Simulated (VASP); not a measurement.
Runs of VASP 6.6.1 on InAs (dlda). The structure is that of space group F-43m (No. 216), or close to it. The cells are those of the table. 

```csv
task,cell,k mesh,cutoff (eV),smearing,gap on the mesh (eV),pressure (GPa)
single point,"a = 4.261 Å, angles 60.0°, 2 atoms",12 × 12 × 12,520,fermi-dirac 0.15 eV,none,0.2
relaxation of cell and atoms,"relaxed from a = 4.318 Å, angles 60.0°, 2 atoms",10 × 10 × 10,600,gaussian 0.1 eV,none,0.0
single point,"a = 4.261 Å, angles 60.0°, 2 atoms",10 × 10 × 10,520,gaussian 0.1 eV,none,(a)
single point,"a = 4.318 Å, angles 60.0°, 2 atoms",6 × 6 × 6,520,gaussian 0.1 eV,none,-2.0
```

Alike in all rows: level LDA; potentials or basis VASP PAW LDA potentials, release 64 (In_d, As); no spin polarisation.

Estimate the missing entries.

(a) 0.1.

Caveats: spin-orbit coupling is left out, which moves the levels of the heavy elements.

A k mesh can miss the band edges, and the runs leave out spin-orbit coupling on As, In.

A gap of «none» marks levels without a gap at the run's occupations.
